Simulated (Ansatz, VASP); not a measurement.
This is a calculation of AlNi for VASP 6.6.1.

POSCAR

```
AlNi
1.0
    2.2852397227     -1.3853194495      0.0000000000
    2.2852397227      1.3853194495      0.0000000000
   -1.3473470277      0.0000000000      3.8547913226
Ni Al
1 1
Direct
    0.5000000000      0.5000000000      0.5000000000
    0.0000000000      0.0000000000      0.0000000000
```

Contents of INCAR.step1:

```
ALGO = Normal ; EDIFF = 1E-4
ENCUT = 520 ; GGA = PE
ISMEAR = -1 ; ISPIN = 2
LASPH = True ; LCHARG = False
LMAXMIX = 4 ; LREAL = False
LWAVE = True ; MAGMOM = 1 0
NBANDS = 18 ; NELM = 150
PREC = Accurate ; SIGMA = 0.05
```

File INCAR.step2:

```
ALGO = Normal ; EDIFF = 1E-6
ENCUT = 520 ; ISIF = 2
ISMEAR = -1 ; ISPIN = 2
ISTART = 1 ; LASPH = True
LCHARG = False ; LMAXMIX = 4
LMIXTAU = True ; LORBIT = 11
LREAL = False ; LWAVE = False
MAGMOM = 1 0 ; METAGGA = R2SCAN
NBANDS = 18 ; NELM = 150
PREC = Accurate ; SIGMA = 0.05
```

The input KPOINTS:

```
k-points
0
Gamma
  11 11 7
```

Potentials or basis: VASP PAW PBE potentials, release 64 (Ni, Al).

The run is started by

```sh
$ cat potpaw_PBE.64/Ni/POTCAR potpaw_PBE.64/Al/POTCAR > POTCAR
$ cp INCAR.step1 INCAR
$ mpirun -np 1 vasp_std > vasp.out
$ cp INCAR.step2 INCAR
$ mpirun -np 1 vasp_std > vasp.out
```

**Question.** Set up the same calculation for Ansatz 0.2.0. Potentials there: Ansatz PAW.

**Answer.** As run (the cutoff follows the program's own potentials):

The input input.yaml:

```yaml
crystal:
  lattice:
    - [2.2852397227, -1.3853194495, 0.0]
    - [2.2852397227, 1.3853194495, 0.0]
    - [-1.3473470277, 0.0, 3.8547913226]
  atoms:
    - { symbol: Ni, position: [0.5, 0.5, 0.5], spin: 1.0 }
    - { symbol: Al, position: [0.0, 0.0, 0.0] }
hamiltonian:
  xc: r2scan
  pseudopotentials: { kind: paw }
magnetization:
  spin_polarized: true
kpoints:
  mp_grid: { grid: [11, 11, 7] }
scf:
  occupations: { method: fermi_dirac, width: 0.05 }
output:
  forces: true
  stress: true
  eigenvalues: true
```

Potentials or basis: Ansatz PAW.

Run with:

```bash
$ ansatz run input.yaml --threads 2 --pin off --max-ram 5632MiB --backend cpu --events-out ev --progress --plain --runs-dir out
```

Both were run:

|  | VASP | Ansatz | Ansatz less VASP |
| --- | --- | --- | --- |
| gap on the k mesh at the Fermi level (eV) | none | none | - |
| pressure (GPa) | 0.0 | 0.2 | +0.19 |
| traceless stress, the component that is largest in VASP (GPa) | -1.48 | -1.62 | -0.144 |
| net moment per atom (μB) | 0.00 | 0.00 | 0.000 |

VASP's potentials were made for PBE, not for r2SCAN. A gap of «none» marks a metal or a gap that the smearing closes. VASP's potentials hold 13 valence electrons a cell and Ansatz's 21, so a difference there can come from the potentials and not from the codes.

Noted on Ansatz's run: the magnetic or orbital state may not be the lowest.
